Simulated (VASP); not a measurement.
A run of VASP 6.6.1 is set up as follows.

The input INCAR:

```
SYSTEM = BaZrO3
PREC = Accurate ; ENCUT = 600
EDIFF = 1E-7 ; ISMEAR = -1
SIGMA = 0.05 ; LREAL = .False.
LASPH = .True. ; NELM = 100
ALGO = Normal ; ISIF = 3
LWAVE = .False. ; LCHARG = .False.
GGA = RE ; IVDW = 12
IBRION = 2 ; NSW = 60
EDIFFG = -0.01
```

Contents of KPOINTS:

```
Automatic mesh
0
Gamma
  6 6 6
  0 0 0
```

The input POSCAR:

```
BaZrO3
1.0
    4.1913400000      0.0000000000      0.0000000000
    0.0000000000      4.1913400000      0.0000000000
    0.0000000000      0.0000000000      4.1913400000
Ba Zr O
1 1 3
Direct
    0.0000000000      0.0000000000      0.0000000000
    0.5000000000      0.5000000000      0.5000000000
    0.5000000000      0.5000000000      0.0000000000
    0.5000000000      0.0000000000      0.5000000000
    0.0000000000      0.5000000000      0.5000000000
```

Potentials or basis: VASP PAW PBE potentials, release 64 (Ba_sv, Zr_sv, O).

Launch:

```console
$ cat potpaw_PBE.64/Ba_sv/POTCAR potpaw_PBE.64/Zr_sv/POTCAR potpaw_PBE.64/O/POTCAR > POTCAR
$ mpirun -np 1 vasp_std > vasp.out
```

Task: Predict the band gap on the k mesh.

Result: 3.19 eV (least direct gap 3.43 eV).

Task: Predict the relaxed volume.

Result: 14.96 Å³/atom.

Task: Predict the relaxed cell.

Result: a = 4.213 Å, b = 4.213 Å, c = 4.213 Å, α = 90.00°, β = 90.00°, γ = 90.00°.

Task: What does it give for the dispersion energy per atom?

Result: -0.440 eV.

The path:
```
step  energy change (eV)  largest force (eV/Å)  pressure (GPa)  volume (Å³)
   1              0.0000                0.0000            2.47        73.63
   2              0.0011                0.0000           -2.47        76.08
   3             -0.0089                0.0000            0.00        74.80
```

Caveat: the PAW data sets were made with another functional, which shifts forces and pressure a little; spin-orbit coupling is left out, which moves the levels of the heavy elements. A k mesh can miss the band edges.
